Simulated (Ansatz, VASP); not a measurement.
Two plane-wave programs on PbS

Contents of INCAR:

```
  ALGO = Normal
  EDIFF = 1E-7
  ENCUT = 520
  GGA = PE
  ISIF = 2
  ISMEAR = 0
  IVDW = 12
  LASPH = T
  LCHARG = F
  LREAL = F
  LWAVE = F
  NBANDS = 17
  NELM = 60
  PREC = Accurate
  SIGMA = 0.03
```

KPOINTS

```
k-points
0
Gamma
  10 10 10
```

The input POSCAR:

```
PbS
1.0
    0.0000000000      3.0243000000      2.9650000000
    2.9650000000      0.0000000000      2.9650000000
    2.9650000000      3.0243000000      0.0000000000
Pb S
1 1
Direct
    0.0000000000      0.0000000000      0.0000000000
    0.5000000000      0.5000000000      0.5000000000
```

Input for Ansatz:

```yaml
crystal:
  lattice:
    - [0.0, 3.0243, 2.965]
    - [2.965, 0.0, 2.965]
    - [2.965, 3.0243, 0.0]
  atoms:
    - { symbol: Pb, position: [0.0, 0.0, 0.0] }
    - { symbol: S, position: [0.5, 0.5, 0.5] }
basis:
  ecutwfc: 420
kpoints:
  mp_grid: { grid: [10, 10, 10] }
hamiltonian:
  xc: pbe
  dispersion: d3bj
scf:
  occupations: { method: gaussian, width: 0.03 }
output:
  forces: true
  stress: true
  eigenvalues: true
```

Change from the starting cell: strain +0.0200 x Voigt [0, 1, 0, 0, 0, 0], atoms carried along.

Alike in both runs: task single point; functional PBE; dispersion D3(BJ); k mesh 10 × 10 × 10; occupations gaussian, width 0.03 eV; no spin polarisation.

|  | VASP | Ansatz |
| --- | --- | --- |
| version | VASP 6.6.1 | Ansatz 0.2.0 |
| potentials or method | VASP PAW PBE potentials, release 64 (Pb_d, S), cutoff 520 eV | scalar-relativistic, plane waves, PAW |
| valence electrons in the cell | 20 | 20 |

|  | VASP | Ansatz | Ansatz less VASP |
| --- | --- | --- | --- |
| gap on the k mesh at the Fermi level (eV) | 0.42 | 0.42 | -0.007 |
| least direct gap on the mesh (eV) | 0.42 | 0.42 | -0.007 |
| pressure (GPa) | -1.0 | -0.9 | +0.07 |
| traceless stress, the component that is largest in VASP (GPa) | -1.52 | -1.52 | +0.002 |

Neither program's run includes spin-orbit coupling.
